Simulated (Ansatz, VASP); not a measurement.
## Mo4C3: VASP beside Ansatz

INCAR

```
PREC = Accurate
ENCUT = 520
EDIFF = 1E-7
ISMEAR = 0
SIGMA = 0.1
LREAL = False
LASPH = True
NELM = 150
ALGO = Normal
ISIF = 2
LWAVE = False
LCHARG = False
ISPIN = 2
MAGMOM = 1 1 1 1 0 0 0
LORBIT = 11
LMAXMIX = 4
GGA = PE
NBANDS = 47
```

The input KPOINTS:

```
regular mesh
0
Gamma
  6 6 6
```

File POSCAR:

```
Mo4C3
1.0
   -2.1663072633      2.1663072633      4.2674959598
    2.1663072633     -2.1663072633      4.2674959598
    2.1663072633      2.1663072633     -4.2674959598
Mo C
4 3
Direct
    0.7586334415      0.7586334415      0.0000000000
    0.5000000000      0.0000000000      0.5000000000
    0.2413665585      0.2413665585      0.0000000000
    0.0000000000      0.5000000000      0.5000000000
    0.7500000000      0.2500000000      0.5000000000
    0.2500000000      0.7500000000      0.5000000000
    0.0000000000      0.0000000000      0.0000000000
```

Input for Ansatz:

```yaml
crystal:
  lattice:
    - [-2.1663072633, 2.1663072633, 4.2674959598]
    - [2.1663072633, -2.1663072633, 4.2674959598]
    - [2.1663072633, 2.1663072633, -4.2674959598]
  atoms:
    - { symbol: Mo, position: [0.7586334415, 0.7586334415, 0.0], spin: 1.0 }
    - { symbol: Mo, position: [0.5, 0.0, 0.5], spin: 1.0 }
    - { symbol: Mo, position: [0.2413665585, 0.2413665585, 0.0], spin: 1.0 }
    - { symbol: Mo, position: [0.0, 0.5, 0.5], spin: 1.0 }
    - { symbol: C, position: [0.75, 0.25, 0.5] }
    - { symbol: C, position: [0.25, 0.75, 0.5] }
    - { symbol: C, position: [0.0, 0.0, 0.0] }
basis:
  ecutwfc: 420
kpoints:
  mp_grid: { grid: [6, 6, 6] }
hamiltonian:
  xc: pbe
scf:
  occupations: { method: gaussian, width: 0.1 }
  lower_state_search: "off"
output:
  forces: true
  stress: true
  eigenvalues: true
  populations: true
magnetization:
  spin_polarized: true
```

Change from the starting cell: the structure that the rattled cell fell into.

Alike in both runs: task single point; functional PBE; k mesh 6 × 6 × 6; occupations gaussian, width 0.1 eV; collinear spin.

|  | VASP | Ansatz |
| --- | --- | --- |
| version | VASP 6.6.1 | Ansatz 0.2.0 |
| potentials or method | VASP PAW PBE potentials, release 64 (Mo_sv, C), cutoff 520 eV | scalar-relativistic, plane waves, PAW |
| valence electrons in the cell | 68 | 68 |

|  | VASP | Ansatz | Ansatz less VASP |
| --- | --- | --- | --- |
| gap on the k mesh at the Fermi level (eV) | none | none | - |
| pressure (GPa) | 0.3 | -0.2 | -0.45 |
| traceless stress, the component that is largest in VASP (GPa) | 1.64 | 1.65 | +0.004 |
| rms of the force components (eV/Å) | 0.053 | 0.049 | -0.0039 |
| net moment per atom (μB) | 0.00 | 0.00 | 0.000 |

Atom by atom the forces differ by 0.004 eV/Å (rms over components). A gap of «none» marks a metal or a gap that the smearing closes. Ansatz's warnings: seeded moment not kept.
